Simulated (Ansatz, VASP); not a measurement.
## One calculation of AlN, two programs

```
CELL_PARAMETERS angstrom
3.13020 0.00000 0.00000
-1.56510 2.71084 0.00000
0.00000 0.00000 5.01802
ATOMIC_POSITIONS crystal
Al 0.66667 0.33333 0.49923
Al 0.33333 0.66667 0.99923
N 0.66667 0.33333 0.88077
N 0.33333 0.66667 0.38077
```

Alike in both runs: functional PBE; k mesh 9 × 9 × 4; occupations gaussian, width 0.02 eV; no spin polarisation.

Ansatz relaxed the structure, and its values are those at the end. VASP's run is a single point on that final structure, the one shown.

|  | VASP | Ansatz |
| --- | --- | --- |
| version | VASP 6.6.1 | Ansatz 0.2.0 |
| potentials or method | VASP PAW PBE potentials, release 64 (Al, N), cutoff 520 eV | scalar-relativistic, plane waves, PAW |
| valence electrons in the cell | 16 | 16 |

Ansatz gave:

| Quantity | Value |
| --- | --- |
| gap on the k mesh at the Fermi level (eV) | 4.03 |
| least direct gap on the mesh (eV) | 4.03 |
| pressure (GPa) | 0.0 |

**Question.** What did VASP give for the same quantities?

**Answer.** gap on the k mesh at the Fermi level (eV): 4.04; least direct gap on the mesh (eV): 4.04; pressure (GPa): -0.3.

The functional is the same, so the differences come from potentials, cutoffs and numerics.
